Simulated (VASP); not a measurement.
# CdF2 (Fm-3m) in VASP: single point with r2SCAN

Aim: the single point of CdF2 with r2SCAN.

Program: VASP 6.6.1. These are calculated values, not measurements. Logs are shortened: lines on timing, memory, paths and dates and some standing lists are left out, and cuts for length are marked.

### Step 1. The cell of the first run

Symmetry: Fm-3m, No. 225, cubic system. The conventional cell has a = 5.388 Å, b = 5.388 Å, c = 5.388 Å, α = 90.00°, β = 90.00°, γ = 90.00°. Within 3.1 Å of Cd (site symmetry m-3m) lie 8 F at 2.33 Å. Within 3.1 Å of F (site symmetry -43m) lie 4 Cd at 2.33 Å and 6 F at 2.69 Å.

### Step 2. Single point, r2SCAN

The input, POSCAR:

```
CdF2
1.0
    0.0000000000      2.6940000000      2.6940000000
    2.6940000000      0.0000000000      2.6940000000
    2.6940000000      2.6940000000      0.0000000000
Cd F
1 2
Direct
    0.0000000000      0.0000000000      0.0000000000
    0.2500000000      0.2500000000      0.2500000000
    0.7500000000      0.7500000000      0.7500000000
```

The input, INCAR.step1:

```
  PREC = Accurate
  ENCUT = 520
  ISMEAR = 0
  SIGMA = 0.05
  LREAL = False
  LASPH = True
  NELM = 60
  NBANDS = 20
  GGA = PE
  ALGO = Normal
  EDIFF = 1E-4
  LWAVE = True
  LCHARG = False
```

The input, INCAR.step2:

```
  PREC = Accurate
  ENCUT = 520
  EDIFF = 1E-7
  ISMEAR = 0
  SIGMA = 0.05
  LREAL = False
  LASPH = True
  NELM = 60
  ALGO = Normal
  ISIF = 2
  LWAVE = False
  LCHARG = False
  METAGGA = R2SCAN
  LMIXTAU = True
  NBANDS = 20
  ISTART = 1
```

The input, KPOINTS:

```
Automatic mesh
0
Gamma
  8 8 8
```

Potentials or basis: VASP PAW PBE potentials, release 64 (Cd, F).

On the command line:

```sh
$ cat potpaw_PBE.64/Cd/POTCAR potpaw_PBE.64/F/POTCAR > POTCAR
$ cp INCAR.step1 INCAR
$ mpirun -np 1 vasp_std > vasp.out
$ cp INCAR.step2 INCAR
$ mpirun -np 1 vasp_std > vasp.out
```

OUTCAR:

```text
PREC = Accurate
   ENCUT = 520
   EDIFF = 1E-7
   ISMEAR = 0
   LREAL = False
   LASPH = True
   NELM = 60
   ISIF = 2
   METAGGA = R2SCAN
   ISTART = 1

 ion  position               nearest neighbor table
   1  0.000  0.000  0.000-   3 2.33   3 2.33   3 2.33   2 2.33   3 2.33   2 2.33   2 2.33   2 2.33

   2  0.250  0.250  0.250-   1 2.33   1 2.33   1 2.33   1 2.33
   3  0.750  0.750  0.750-   1 2.33   1 2.33   1 2.33   1 2.33

  LATTYP: Found a face centered cubic cell.
 ALAT       =     5.3880000000

  Lattice vectors:

 A1 = (   0.0000000000,   2.6940000000,   2.6940000000)
 A2 = (   2.6940000000,   0.0000000000,   2.6940000000)
 A3 = (   2.6940000000,   2.6940000000,   0.0000000000)

Analysis of symmetry for initial positions (statically):
=====================================================================
 Subroutine PRICEL returns:
 Original cell was already a primitive cell.

 Routine SETGRP: Setting up the symmetry group for a
 face centered cubic supercell.

 Subroutine GETGRP returns: Found 48 space group operations
 (whereof 48 operations were pure point group operations)
 out of a pool of 48 trial point group operations.

The static configuration has the point symmetry O_h .

Analysis of symmetry for dynamics (positions and initial velocities):
=====================================================================
 Subroutine PRICEL returns:
 Original cell was already a primitive cell.

 Routine SETGRP: Setting up the symmetry group for a
 face centered cubic supercell.

 Subroutine GETGRP returns: Found 48 space group operations
 (whereof 48 operations were pure point group operations)
 out of a pool of 48 trial point group operations.

The dynamic configuration has the point symmetry O_h .

 Subroutine INISYM returns: Found 48 space group operations
 (whereof 48 operations are pure point group operations),
 and found     1 'primitive' translations

----------------------------------------------------------------------------------------

                                     Primitive cell

  volume of cell :      39.1041

  direct lattice vectors                    reciprocal lattice vectors
     0.000000000  2.694000000  2.694000000    -0.185597624  0.185597624  0.185597624
[... 78 lines left out ...]
 SYSTEM =  unknown system
   PREC   = accura    normal or accurate (medium, high low for compatibility)
   ISTART =      1    job   : 0-new  1-cont  2-samecut
   ICHARG =      0    charge: 1-file 2-atom 10-const
   ISPIN  =      1    spin polarized calculation?
   LNONCOLLINEAR =      F non collinear calculations
   LSORBIT =      F    spin-orbit coupling
   LASPH  =      T    aspherical Exc in radial PAW
   ENCUT  =  520.0 eV  38.22 Ry    6.18 a.u.   7.08  7.08  7.08*2*pi/ulx,y,z
   NELM   =     60;   NELMIN=  2; NELMDL=  0     # of ELM steps
   EDIFF  = 0.1E-06   stopping-criterion for ELM
   LREAL  =      F    real-space projection
   EDIFFG = 0.1E-05   stopping-criterion for IOM
   NSW    =      0    number of steps for IOM
   IBRION =     -1    ionic relax: 0-MD 1-quasi-New 2-CG
   NFREE  =      0    steps in history (QN), initial steepest desc. (CG)
   ISIF   =      2    stress and relaxation
   ISYM   =      2    0-nonsym 1-usesym 2-fastsym
   POTIM  = 0.5000    time-step for ionic-motion
   TEBEG  =    0.0;   TEEND  =   0.0 temperature during run
   PSTRESS=    0.0 pullay stress
   NELECT =      26.0000    total number of electrons
   NUPDOWN=      -1.0000    fix difference up-down
   EMIN   =  10.00;   EMAX   =-10.00  energy-range for DOS
   EFERMI =   0.00;   METHOD = LEGACY
   ISMEAR =     0;   SIGMA  =   0.05  broadening in eV -4-tet -1-fermi 0-gaus
   EFERMI_NEDOS =   21; number of points for ismear=-14 and -15
   IALGO  =     38    algorithm
   IMIX   =      4    mixing-type and parameters
     AMIX     =   0.40;   BMIX     =  1.00
     AMIX_MAG =   1.60;   BMIX_MAG =  1.00
  volume/ion in A,a.u.               =      13.03        87.96
  Fermi-wavevector in a.u.,A,eV,Ry     =   1.428867  2.700166 27.778468  2.041660
  Thomas-Fermi vector in A             =   2.548882
   LORBIT       =      0    0 simple, 1 ext, 2 COOP (PROOUT), +10 PAW based schemes
   METAGGA = R2SCAN    functional components
   LHFCALC =     F    Hartree Fock is set to
   AEXX    =    0.0000 exact exchange contribution
   IVDW    =     0    specifies the selected vdW correction
   LEPSILON=     F    determine dielectric tensor
   LRPA    =     F    only Hartree local field effects (RPA)
 non-spin polarized calculation
 Gauss-broadening in eV      SIGMA  =   0.05
  energy-cutoff  :      520.00
  volume of cell :       39.10
 maximum number of plane-waves:      1067
   NGX = 15   NGY = 15   NGZ = 15

 number of electron      25.9999990 magnetization

 Free energy of the ion-electron system (eV)
  ---------------------------------------------------
  ext. energy  EPLUGINS =         0.00000000
  ---------------------------------------------------
  free energy    TOTEN  =       -33.71929405 eV

  energy without entropy =      -33.71929405  energy(sigma->0) =      -33.71929405

 E-fermi :  -1.6030     XC(G=0): -11.0481

 val. band max:       -1.8679010740   @ k =  -0.2500   0.5000   0.2500
 cond. band min:       1.8824274746   @ k =   0.0000   0.0000   0.0000
 fundamental gap:      3.7503285486
 Fermi energy:        -1.6030369279

 k-point     1 :       0.0000    0.0000    0.0000
  band No.  band energies     occupation
      1     -23.8073      2.00000
      2     -22.7410      2.00000
      3      -7.4972      2.00000
      4      -7.4972      2.00000
      5      -7.4972      2.00000
      6      -6.2588      2.00000
[... 541 lines left out ...]
     19      17.6346      0.00000
     20      21.5577      0.00000

 [... further k-points ...]
[... 5 lines left out ...]
  --------------------------------------------------------------------------------------
  -------------------------------------------------------------------------------------
  Total        0.2475059      0.2475059      0.2475059      0.0000000      0.0000000      0.0000000
  in kB       10.1408258     10.1408258     10.1408258      0.0000000      0.0000000      0.0000000
  external PRESSURE =      10.1408258 kB  Pullay stress =       0.0000000 kB

 VOLUME and BASIS-vectors are now :
 -----------------------------------------------------------------------------
  energy-cutoff  :      520.00
  volume of cell :       39.10
      direct lattice vectors                 reciprocal lattice vectors
     0.000000000  2.694000000  2.694000000    -0.185597624  0.185597624  0.185597624
     2.694000000  0.000000000  2.694000000     0.185597624 -0.185597624  0.185597624
     2.694000000  2.694000000  0.000000000     0.185597624  0.185597624 -0.185597624

 POSITION                                       TOTAL-FORCE (eV/Angst)
 -----------------------------------------------------------------------------------
      0.00000      0.00000      0.00000         0.000000     -0.000000     -0.000000
      1.34700      1.34700      1.34700        -0.000000     -0.000000     -0.000000
      4.04100      4.04100      4.04100         0.000000      0.000000      0.000000
 -----------------------------------------------------------------------------------
    total drift:                                0.000000      0.000000      0.000000

  FREE ENERGIE OF THE ION-ELECTRON SYSTEM (eV)
  ---------------------------------------------------
  free  energy   TOTEN  =       -33.7192940452 eV

  energy  without entropy=      -33.7192940452  energy(sigma->0) =      -33.71929405
```

OUTCAR.step1:

```text
PREC = Accurate
   ENCUT = 520
   ISMEAR = 0
   LREAL = False
   LASPH = True
[... 777 lines left out ...]
      0.00000      0.00000      0.00000        -0.000000      0.000000      0.000000
      1.34700      1.34700      1.34700        -0.000000     -0.000000      0.000000
      4.04100      4.04100      4.04100         0.000000      0.000000     -0.000000
 -----------------------------------------------------------------------------------
    total drift:                                0.000000      0.000000      0.000000

  FREE ENERGIE OF THE ION-ELECTRON SYSTEM (eV)
  ---------------------------------------------------
  free  energy   TOTEN  =       -10.8593469645 eV

  energy  without entropy=      -10.8593469645  energy(sigma->0) =      -10.85934696
```

It took 1.7 min on 1 thread of AMD EPYC 7R43 (Zen 3), shared host; peak memory 0.14 GiB.

Results:

```
Free energy            : -33.7193 eV
Pressure               : 1.0 GPa
Band gap on the k mesh : 3.75 eV, indirect (least direct gap 4.25 eV)
```

Levels at points of the mesh, in eV from the valence-band top:
```
           k point  band 9  band 10  band 11  band 12  band 13  band 14  band 15  band 16  band 17  band 18
(0.00, 0.00, 0.00)   -0.99    -0.99    -0.50    -0.50    -0.50     3.75    13.61    13.61    13.61    17.92
(0.50, 0.00, 0.00)   -2.29    -1.85    -1.85    -0.40    -0.40     7.99     9.70    15.60    15.60    18.96
(0.50, 0.50, 0.00)   -2.97    -2.97    -0.51    -0.09    -0.09     8.88    10.55    12.18    15.30    15.30
```

Caveat: the PAW data sets were made with another functional, which shifts forces and pressure a little.
